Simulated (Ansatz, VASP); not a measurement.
One calculation of GaN, two programs

INCAR

```
SYSTEM = GaN
  ALGO = Normal
  EDIFF = 1E-7
  ENCUT = 520
  GGA = PE
  ISIF = 2
  ISMEAR = -1
  LASPH = .True.
  LCHARG = .False.
  LREAL = .False.
  LWAVE = .False.
  NBANDS = 16
  NELM = 80
  PREC = Accurate
  SIGMA = 0.02
```

KPOINTS

```
k-points
0
Gamma
  10 10 10
  0 0 0
```

File POSCAR:

```
GaN
1.0
    0.0874749163      2.2464693557      2.2464693557
    2.2464693557      0.0874749163      2.2464693557
    2.2464693557      2.2464693557      0.0874749163
Ga N
1 1
Direct
    0.0032476448      0.0032476448      0.0032476448
    0.2467523552      0.2467523552      0.2467523552
```

Input for Ansatz:

```yaml
crystal:
  lattice:
    - [0.0874749163, 2.2464693557, 2.2464693557]
    - [2.2464693557, 0.0874749163, 2.2464693557]
    - [2.2464693557, 2.2464693557, 0.0874749163]
  atoms:
    - { symbol: Ga, position: [0.0032476448, 0.0032476448, 0.0032476448] }
    - { symbol: "N", position: [0.2467523552, 0.2467523552, 0.2467523552] }
kpoints:
  mp_grid: { grid: [10, 10, 10] }
  band_path:
    path:
      - [0.0, 0.0, 0.0]
      - [-0.5, -0.5, 0.0]
      - [-0.375, -0.375, 0.25]
      - [-0.375, 0.0, 0.375]
      - [0.0, 0.0, 0.5]
      - [-0.5, -0.25, 0.25]
    npoints: 1
hamiltonian:
  xc: pbe
scf:
  occupations: { method: fermi_dirac, width: 0.02 }
  n_extra_bands: 4
output:
  forces: true
  stress: true
  eigenvalues: true
  write_density: true
  write_potential: true
  elf: true
  volumetric_format: npy
```

Change from the starting cell: epitaxial_111 strain -4.0%.

Alike in both runs: task single point; functional PBE; k mesh 10 × 10 × 10; occupations fermi-dirac, width 0.02 eV; no spin polarisation.

|  | VASP | Ansatz |
| --- | --- | --- |
| version | VASP 6.6.1 | Ansatz 0.2.0 |
| potentials or method | VASP PAW PBE potentials, release 64 (Ga_d, N) | plane waves, PAW |
| plane-wave cutoff (eV) | 520 | 420 |
| valence electrons in the cell | 18 | 18 |

Ansatz gave:

- gap on the k mesh at the Fermi level (eV): 1.89
- pressure (GPa): 20.5
- traceless stress, the component that is largest in VASP (GPa): -6.73
- rms of the force components (eV/Å): 0.030

Estimate VASP's values.

gap on the k mesh at the Fermi level (eV): 1.90; pressure (GPa): 20.4; traceless stress, the component that is largest in VASP (GPa): -6.76; rms of the force components (eV/Å): 0.026.

Atom by atom the forces differ by 0.004 eV/Å (rms over components).
